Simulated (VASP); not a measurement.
Set up this calculation in VASP 6.6.1, as the native input.

- Task: single point
- Functional: HSE06
- Potentials or basis: VASP PAW PBE potentials, release 64 (Rb_sv, Br)
- Cutoff: 520 eV
- k mesh: 4 × 4 × 4
- Occupations: gaussian, width 0.01 eV
- Spin: no spin polarisation
- Dipole correction: no
- Grid for exact exchange (PRECFOCK): Normal
- Further INCAR settings: ALGO = Normal; EDIFF = 1e-06; NBANDS = 15
- Share of exact exchange: 0.25
- Screening parameter: 0.2079 1/Å

The system is RbBr.

```xyz
2
Lattice="0.0000 3.4608 3.4608 3.4608 0.0000 3.4608 3.4608 3.4608 0.0000" Properties=species:S:1:pos:R:3 pbc="T T T"
Rb    0.0000    0.0000    0.0000
Br    3.4608    3.4608    3.4608
```

The input as run:

POSCAR

```
RbBr
1.0
    0.0000000000      3.4608261073      3.4608261073
    3.4608261073      0.0000000000      3.4608261073
    3.4608261073      3.4608261073      0.0000000000
Rb Br
1 1
Direct
    0.0000000000      0.0000000000      0.0000000000
    0.5000000000      0.5000000000      0.5000000000
```

INCAR.step1

```
ALGO = Normal
EDIFF = 1E-5
ENCUT = 520
GGA = PE
ISIF = 2
ISMEAR = 0
LASPH = True
LCHARG = False
LREAL = False
LWAVE = True
NBANDS = 15
NELM = 80
PREC = Accurate
SIGMA = 0.01
```

INCAR.step2

```
ALGO = Normal
EDIFF = 1E-6
ENCUT = 520
GGA = PE
HFSCREEN = 0.2079
ISIF = 2
ISMEAR = 0
ISTART = 1
LASPH = True
LCHARG = False
LHFCALC = True
LREAL = False
LWAVE = False
NBANDS = 15
NELM = 80
PREC = Accurate
PRECFOCK = Normal
SIGMA = 0.01
```

KPOINTS

```
k-points
0
Gamma
  4 4 4
```

Potentials or basis: VASP PAW PBE potentials, release 64 (Rb_sv, Br).

Launch:

```console
$ cat potpaw_PBE.64/Rb_sv/POTCAR potpaw_PBE.64/Br/POTCAR > POTCAR
$ cp INCAR.step1 INCAR
$ mpirun -np 1 vasp_std > vasp.out
$ cp INCAR.step2 INCAR
$ mpirun -np 1 vasp_std > vasp.out
```

Results of the run:

The pressure is 0.3 GPa and the band gap on the k mesh is 5.44 eV.

Caveat: the PAW data sets were made with another functional, which shifts forces and pressure a little.

Run time: 13 min on 1 thread of Oxide Virtual Turin-like Processor, with other jobs on the host, peak memory 0.29 GiB.
